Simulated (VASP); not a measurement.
Crystal: AgRh.

```
Ag Rh
1.0
     2.77759    0.00000    0.00000
    -1.38879    2.40546    0.00000
     0.00000    0.00000    4.80860
Ag Rh
1 1
Direct
  0.00000 0.00000 0.50000
  0.66667 0.33333 0.00000
```

Base run:

* Program: VASP 6.6.1
* Functional: PBEsol
* Potentials or basis: VASP PAW PBE potentials, release 64 (Ag, Rh_pv)
* Cutoff: 520 eV
* k mesh: 11 × 11 × 6
* Occupations: gaussian, width 0.02 eV
* Spin: no spin polarisation

Its results: band gap on the k mesh zero (bands 13 and 14 overlap by 1.32 eV); pressure -10.8 GPa.

Problem. After a change of settings the same cell gave: band gap on the k mesh zero (bands 13 and 14 overlap by 1.32 eV); pressure -2.5 GPa. Which change was it?
A. functional from PBEsol to PBE; occupations from gaussian, width 0.02 eV to gaussian, width 0.05 eV
B. functional from PBEsol to BLYP; occupations from gaussian, width 0.02 eV to methfessel-paxton, width 0.1 eV
C. functional from PBEsol to r2SCAN; occupations from gaussian, width 0.02 eV to fermi-dirac, width 0.05 eV

Solution. A.

Caveats: the cell stands under tension (at least some runs); the PAW data sets were made with another functional, which shifts forces and pressure a little (at least some runs).
